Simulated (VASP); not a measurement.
Input of a VASP 6.6.1 run:

Contents of INCAR:

```
SYSTEM = GaP
PREC = Accurate
ENCUT = 520
EDIFF = 1E-8
ISMEAR = -1
SIGMA = 0.05
LREAL = .FALSE.
LASPH = .TRUE.
NELM = 100
ALGO = Normal
ISIF = 2
LWAVE = .FALSE.
LCHARG = .FALSE.
LEFG = .TRUE.
NBANDS = 16
```

Contents of KPOINTS:

```
Automatic mesh
0
G
  10 10 10
  0 0 0
```

The input POSCAR:

```
GaP
1.0
    0.0000000000      2.7432985392      2.7432985392
    2.7432985392      0.0000000000      2.7432985392
    2.7432985392      2.7432985392      0.0000000000
Ga P
1 1
Direct
    0.0000000000      0.0000000000      0.0000000000
    0.7500000000      0.7500000000      0.7500000000
```

Potentials or basis: VASP PAW LDA potentials, release 64 (Ga_d, P).

Run with:

```sh
$ cat potpaw_LDA.64/Ga_d/POTCAR potpaw_LDA.64/P/POTCAR > POTCAR
$ mpirun -np 1 vasp_std > vasp.out
```

Problem. Predict the pressure.

Solution. -4.1 GPa.

Problem. What does it give for the band gap on the k mesh?

Solution. 1.46 eV, indirect (least direct gap 1.47 eV).

Caveat: without QUAD_EFG the Cq values of the log hold for a quadrupole moment of 1 mb, not for the nuclei. A k mesh can miss the band edges.
